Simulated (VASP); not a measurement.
# Ge: single point with r2SCAN

The system is Ge.

```
CELL_PARAMETERS angstrom
0.00000 2.57763 2.57763
2.57763 0.00000 2.57763
2.57763 2.57763 0.00000
ATOMIC_POSITIONS crystal
Ge 0.00000 0.00000 0.00000
Ge 0.25000 0.25000 0.25000
```

* Program: VASP 6.6.1
* Task: single point
* Functional: r2SCAN
* Potentials or basis: VASP PAW PBE potentials, release 64 (Ge_d)
* Cutoff: 520 eV
* k mesh: 6 × 6 × 6
* Occupations: methfessel-paxton, width 0.05 eV
* Spin: no spin polarisation

```json
{"Pressure": "40.2 GPa", "Band gap on the k mesh": "0.40 eV, indirect (least direct gap 2.72 eV)"}
```

Levels at points of the mesh, in eV from the valence-band top:
```
           k point  band 11  band 12  band 13  band 14  band 15  band 16  band 17  band 18
(0.00, 0.00, 0.00)   -15.90     0.00     0.00     0.00     2.72     2.72     2.72     3.32
(0.50, 0.00, 0.00)   -12.87    -9.64    -2.02    -2.02     1.49     4.00     4.00     7.67
(0.50, 0.50, 0.00)   -10.59   -10.59    -4.44    -4.44     0.46     0.46    12.67    12.67
```

Run time: 60 s on 1 thread of Intel(R) Xeon(R) Platinum 8259CL CPU @ 2.50GHz (Skylake/Cascade Lake), with other jobs on the host, peak memory 0.16 GiB.

Caveat: the PAW data sets were made with another functional, which shifts forces and pressure a little. A k mesh can miss the band edges.
